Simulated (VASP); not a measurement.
# YNbN3 (P4/mbm) in VASP: single point with PBE

Aim: the single point of YNbN3 with PBE.

Everything below comes from runs of VASP 6.6.1. Logs are shortened: lines on timing, memory, paths and dates and some standing lists are left out, and cuts for length are marked.

**1. The cell of the first run**

It takes space group P4/mbm (No. 127, tetragonal). Conventional cell: a = 5.447 Å, b = 5.447 Å, c = 4.219 Å, α = 90.00°, β = 90.00°, γ = 90.00°. Y (site symmetry mmm) has 8 N at 2.42 to 2.72 Å within 3.2 Å. Nb (site symmetry 4/m) has 6 N at 2.07 to 2.11 Å within 2.7 Å. Within 2.7 Å of N (site symmetry m2m) lie 2 Nb at 2.07 Å and 1 N at 2.35 Å and 2 Y at 2.42 Å. Within 2.8 Å of N (site symmetry 4/m) lie 2 Nb at 2.11 Å and 4 Y at 2.72 Å.

**2. Single point, PBE**

File INCAR:

```
  PREC = Accurate
  ENCUT = 520
  EDIFF = 1E-6
  ISMEAR = 0
  SIGMA = 0.1
  LREAL = False
  LASPH = True
  NELM = 60
  ALGO = Fast
  ISIF = 2
  LWAVE = False
  LCHARG = False
  GGA = PE
  NBANDS = 50
```

File KPOINTS:

```
Automatic mesh
0
Gamma
  8 8 10
```

File POSCAR:

```
YNbN3
1.0
    5.4469979187      0.0000000000      0.0000000000
    0.0000000000      5.4469979187      0.0000000000
    0.0000000000      0.0000000000      4.2192202974
Y Nb N
2 2 6
Direct
    0.0000000000      0.5000000000      0.5000000000
    0.5000000000      0.0000000000      0.5000000000
    0.5000000000      0.5000000000      0.0000000000
    0.0000000000      0.0000000000      0.0000000000
    0.8473966875      0.3473966875      0.0000000000
    0.6526033125      0.8473966875      0.0000000000
    0.5000000000      0.5000000000      0.5000000000
    0.1526033125      0.6526033125      0.0000000000
    0.3473966875      0.1526033125      0.0000000000
    0.0000000000      0.0000000000      0.5000000000
```

Potentials or basis: VASP PAW PBE potentials, release 64 (Y_sv, Nb_sv, N).

The run is started by

```bash
cat potpaw_PBE.64/Y_sv/POTCAR potpaw_PBE.64/Nb_sv/POTCAR potpaw_PBE.64/N/POTCAR > POTCAR
mpirun -np 1 vasp_std > vasp.out
```

OUTCAR:

```text
PREC = Accurate
   ENCUT = 520
   EDIFF = 1E-6
   ISMEAR = 0
   LREAL = False
   LASPH = True
   NELM = 60
   ISIF = 2
   GGA = PE

 ion  position               nearest neighbor table
   1  0.000  0.500  0.500-   5 2.42   8 2.42   5 2.42   8 2.42   7 2.72  10 2.72  10 2.72   7 2.72
                             3 3.44   4 3.44   4 3.44   3 3.44   4 3.44   3 3.44   4 3.44   3 3.44
   2  0.500  0.000  0.500-   6 2.42   9 2.42   6 2.42   9 2.42   7 2.72  10 2.72   7 2.72  10 2.72
                             3 3.44   4 3.44   3 3.44   3 3.44   3 3.44   4 3.44   4 3.44   4 3.44
   3  0.500  0.500  0.000-   5 2.07   6 2.07   8 2.07   9 2.07   7 2.11   7 2.11   1 3.44   1 3.44
                             2 3.44   2 3.44   2 3.44   2 3.44   1 3.44   1 3.44
   4  0.000  0.000  0.000-   5 2.07   6 2.07   8 2.07   9 2.07  10 2.11  10 2.11   1 3.44   1 3.44
                             2 3.44   2 3.44   1 3.44   1 3.44   2 3.44   2 3.44
   5  0.847  0.347  0.000-   3 2.07   4 2.07   1 2.42   1 2.42
   6  0.653  0.847  0.000-   3 2.07   4 2.07   2 2.42   2 2.42
   7  0.500  0.500  0.500-   3 2.11   3 2.11   1 2.72   2 2.72   2 2.72   1 2.72
   8  0.153  0.653  0.000-   3 2.07   4 2.07   1 2.42   1 2.42
   9  0.347  0.153  0.000-   3 2.07   4 2.07   2 2.42   2 2.42
  10  0.000  0.000  0.500-   4 2.11   4 2.11   1 2.72   2 2.72   1 2.72   2 2.72

  LATTYP: Found a simple tetragonal cell.
 ALAT       =     5.4469979187
 C/A-ratio  =     0.7745955406

  Lattice vectors:

 A1 = (   5.4469979187,   0.0000000000,   0.0000000000)
 A2 = (   0.0000000000,   5.4469979187,   0.0000000000)
 A3 = (   0.0000000000,   0.0000000000,   4.2192202974)

Analysis of symmetry for initial positions (statically):
=====================================================================
 Subroutine PRICEL returns:
 Original cell was already a primitive cell.

 Routine SETGRP: Setting up the symmetry group for a
 simple tetragonal supercell.

 Subroutine GETGRP returns: Found 16 space group operations
 (whereof  8 operations were pure point group operations)
 out of a pool of 16 trial point group operations.

The static configuration has the point symmetry C_4h.
 The point group associated with its full space group is D_4h.

Analysis of symmetry for dynamics (positions and initial velocities):
=====================================================================
 Subroutine PRICEL returns:
 Original cell was already a primitive cell.

 Routine SETGRP: Setting up the symmetry group for a
 simple tetragonal supercell.

 Subroutine GETGRP returns: Found 16 space group operations
 (whereof  8 operations were pure point group operations)
 out of a pool of 16 trial point group operations.

The dynamic configuration has the point symmetry C_4h.
 The point group associated with its full space group is D_4h.

 Subroutine INISYM returns: Found 16 space group operations
 (whereof  8 operations are pure point group operations),
 and found     1 'primitive' translations

----------------------------------------------------------------------------------------

                                     Primitive cell

  volume of cell :     125.1834

  direct lattice vectors                    reciprocal lattice vectors
     5.446997919  0.000000000  0.000000000     0.183587366  0.000000000  0.000000000
     0.000000000  5.446997919  0.000000000     0.000000000  0.183587366  0.000000000
     0.000000000  0.000000000  4.219220297     0.000000000  0.000000000  0.237010616

  length of vectors
     5.446997919  5.446997919  4.219220297     0.183587366  0.183587366  0.237010616

  position of ions in fractional coordinates (direct lattice)
     0.000000000  0.500000000  0.500000000
     0.500000000  0.000000000  0.500000000
     0.500000000  0.500000000  0.000000000
     0.000000000  0.000000000  0.000000000
     0.847396688  0.347396688  0.000000000
     0.652603312  0.847396688  0.000000000
     0.500000000  0.500000000  0.500000000
     0.152603312  0.652603312  0.000000000
     0.347396688  0.152603312  0.000000000
     0.000000000  0.000000000  0.500000000

  ion indices of the primitive-cell ions
   primitive index   ion index
                 1           1
                 2           2
                 3           3
                 4           4
                 5           5
                 6           6
                 7           7
                 8           8
                 9           9
                10          10

----------------------------------------------------------------------------------------

 KPOINTS: Automatic mesh

Automatic generation of k-mesh.
 Grid dimensions read from file:
 generate k-points for:    8    8   10

 Generating k-lattice:

  Cartesian coordinates                     Fractional coordinates (reciprocal lattice)
     0.022948421  0.000000000  0.000000000     0.125000000  0.000000000  0.000000000
     0.000000000  0.022948421  0.000000000     0.000000000  0.125000000  0.000000000
     0.000000000  0.000000000  0.023701062     0.000000000  0.000000000  0.100000000

  Length of vectors
     0.022948421  0.022948421  0.023701062

  Shift w.r.t. Gamma in fractional coordinates (k-lattice)
     0.000000000  0.000000000  0.000000000

 Subroutine IBZKPT returns following result:
 ===========================================

 Found     90 irreducible k-points:

 Following reciprocal coordinates:
            Coordinates               Weight
  0.000000  0.000000  0.000000      1.000000
  0.125000  0.000000  0.000000      4.000000
  0.250000  0.000000  0.000000      4.000000
  0.375000  0.000000  0.000000      4.000000
  0.500000  0.000000  0.000000      2.000000
  0.125000  0.125000  0.000000      4.000000
[... 16 lines left out ...]
  0.375000  0.125000  0.100000     16.000000
  0.500000  0.125000  0.100000      8.000000
 [... further k-points ...]
   k-points           NKPTS =     90   k-points in BZ     NKDIM =     90   number of bands    NBANDS=     50
   number of dos      NEDOS =    301   number of ions     NIONS =     10
   total plane-waves  NPLWV =  56448
   dimension x,y,z NGX =    42 NGY =   42 NGZ =   32
   dimension x,y,z NGXF=    84 NGYF=   84 NGZF=   64
   ions per type =               2   2   6
   NGX,Y,Z   is equivalent  to a cutoff of  12.82, 12.82, 12.61 a.u.
   NGXF,Y,Z  is equivalent  to a cutoff of  25.64, 25.64, 25.22 a.u.
 SYSTEM =  unknown system
   PREC   = accura    normal or accurate (medium, high low for compatibility)
   ISTART =      0    job   : 0-new  1-cont  2-samecut
   ICHARG =      2    charge: 1-file 2-atom 10-const
   ISPIN  =      1    spin polarized calculation?
   LNONCOLLINEAR =      F non collinear calculations
   LSORBIT =      F    spin-orbit coupling
   LASPH  =      T    aspherical Exc in radial PAW
   ENCUT  =  520.0 eV  38.22 Ry    6.18 a.u.  10.13 10.13  7.84*2*pi/ulx,y,z
   NELM   =     60;   NELMIN=  2; NELMDL= -5     # of ELM steps
   EDIFF  = 0.1E-05   stopping-criterion for ELM
   LREAL  =      F    real-space projection
[... 7 lines left out ...]
   TEBEG  =    0.0;   TEEND  =   0.0 temperature during run
   PSTRESS=    0.0 pullay stress
   NELECT =      78.0000    total number of electrons
   NUPDOWN=      -1.0000    fix difference up-down
   EMIN   =  10.00;   EMAX   =-10.00  energy-range for DOS
   EFERMI =   0.00;   METHOD = LEGACY
   ISMEAR =     0;   SIGMA  =   0.10  broadening in eV -4-tet -1-fermi 0-gaus
   EFERMI_NEDOS =   21; number of points for ismear=-14 and -15
   IALGO  =     68    algorithm
   IMIX   =      4    mixing-type and parameters
     AMIX     =   0.40;   BMIX     =  1.00
     AMIX_MAG =   1.60;   BMIX_MAG =  1.00
  volume/ion in A,a.u.               =      12.52        84.48
  Fermi-wavevector in a.u.,A,eV,Ry     =   1.398269  2.642346 26.601527  1.955157
  Thomas-Fermi vector in A             =   2.521444
   LORBIT       =      0    0 simple, 1 ext, 2 COOP (PROOUT), +10 PAW based schemes
   GGA     = PE    functional components
   LHFCALC =     F    Hartree Fock is set to
   AEXX    =    0.0000 exact exchange contribution
   IVDW    =     0    specifies the selected vdW correction
   LEPSILON=     F    determine dielectric tensor
   LRPA    =     F    only Hartree local field effects (RPA)
 non-spin polarized calculation
 RMM-DIIS sequential band-by-band and
 Gauss-broadening in eV      SIGMA  =   0.10
  energy-cutoff  :      520.00
  volume of cell :      125.18
 maximum number of plane-waves:      3416
 NGX is ok and might be reduce to    42
   NGX = 21   NGY = 21   NGZ = 15

 number of electron      77.9999993 magnetization

 Free energy of the ion-electron system (eV)
  ---------------------------------------------------
  ext. energy  EPLUGINS =         0.00000000
  ---------------------------------------------------
  free energy    TOTEN  =       -92.19544000 eV

  energy without entropy =      -92.17149941  energy(sigma->0) =      -92.18346970

 E-fermi :   6.2874     XC(G=0): -11.6700

 val. band max:        6.2836408098   @ k =   0.3750   0.0000   0.4000
 cond. band min:       6.2991459881   @ k =   0.5000   0.1250   0.3000
 fundamental gap:      0.0155051783
 Fermi energy:         6.2874324278

 k-point     1 :       0.0000    0.0000    0.0000
  band No.  band energies     occupation
      1     -48.4753      2.00000
      2     -48.4684      2.00000
      3     -35.3090      2.00000
      4     -35.2905      2.00000
      5     -24.6756      2.00000
      6     -24.6756      2.00000
[... 42 lines left out ...]
     49      11.4307      0.00000
     50      11.6783      0.00000

 k-point     2 :       0.1250    0.0000    0.0000
  band No.  band energies     occupation
      1     -48.4750      2.00000
      2     -48.4686      2.00000
      3     -35.3083      2.00000
      4     -35.2912      2.00000
      5     -24.6716      2.00000
      6     -24.6715      2.00000
[... 1158 lines left out ...]
 k-point    24 :       0.5000    0.1250    0.1000
  band No.  band energies     occupation
      1     -48.4717      2.00000
      2     -48.4717      2.00000
      3     -35.2994      2.00000
      4     -35.2994      2.00000
      5     -24.6455      2.00000
      6     -24.6455      2.00000
[... 42 lines left out ...]
     49      11.3387      0.00000
     50      11.6478      0.00000

 [... further k-points ...]

------------------------ aborting loop because EDIFF is reached ----------------------------------------

  FORCE on cell =-STRESS in cart. coord.  units (eV):
  Direction    XX          YY          ZZ          XY          YZ          ZX
  --------------------------------------------------------------------------------------
  -------------------------------------------------------------------------------------
  Total       -0.2635865     -0.2635865     -0.1997394      0.0000000      0.0000000      0.0000000
  in kB       -3.3735503     -3.3735503     -2.5563932      0.0000000      0.0000000      0.0000000
  external PRESSURE =      -3.1011646 kB  Pullay stress =       0.0000000 kB

 VOLUME and BASIS-vectors are now :
 -----------------------------------------------------------------------------
  energy-cutoff  :      520.00
  volume of cell :      125.18
      direct lattice vectors                 reciprocal lattice vectors
     5.446997919  0.000000000  0.000000000     0.183587366  0.000000000  0.000000000
     0.000000000  5.446997919  0.000000000     0.000000000  0.183587366  0.000000000
     0.000000000  0.000000000  4.219220297     0.000000000  0.000000000  0.237010616

 POSITION                                       TOTAL-FORCE (eV/Angst)
 -----------------------------------------------------------------------------------
      0.00000      2.72350      2.10961         0.000000     -0.000000      0.000000
      2.72350      0.00000      2.10961         0.000000     -0.000000      0.000000
      2.72350      2.72350      0.00000         0.000000     -0.000000      0.000000
      0.00000      0.00000      0.00000         0.000000     -0.000000      0.000000
      4.61577      1.89227      0.00000        -0.010860     -0.010860      0.000000
      3.55473      4.61577      0.00000         0.010860     -0.010860      0.000000
      2.72350      2.72350      2.10961         0.000000     -0.000000      0.000000
      0.83123      3.55473      0.00000         0.010860      0.010860      0.000000
      1.89227      0.83123      0.00000        -0.010860      0.010860     -0.000000
      0.00000      0.00000      2.10961         0.000000     -0.000000      0.000000
 -----------------------------------------------------------------------------------
    total drift:                                0.000000     -0.000000     -0.000000

  FREE ENERGIE OF THE ION-ELECTRON SYSTEM (eV)
  ---------------------------------------------------
  free  energy   TOTEN  =       -92.1954400036 eV

  energy  without entropy=      -92.1714994059  energy(sigma->0) =      -92.18346970
```

Run time: 44 min. Hardware: 1 thread of Oxide Virtual Turin-like, shared host; peak memory 0.56 GiB.

What came out:

- Free energy: -92.1954 eV
- Pressure: -0.3 GPa
- Largest force: 0.015 eV/Å
- Band gap on the k mesh: zero (bands 39 and 40 overlap by 1.60 eV)

Forces on the atoms (eV/Å):
```
Y    0.000  0.000  0.000
Y    0.000  0.000  0.000
Nb   0.000  0.000  0.000
Nb   0.000  0.000  0.000
N   -0.011 -0.011  0.000
N    0.011 -0.011  0.000
N    0.000  0.000  0.000
N    0.011  0.011  0.000
N   -0.011  0.011  0.000
N    0.000  0.000  0.000
```

Stress tensor (GPa, compression positive):
```
-0.34  0.00  0.00
 0.00 -0.34  0.00
 0.00  0.00 -0.26
```
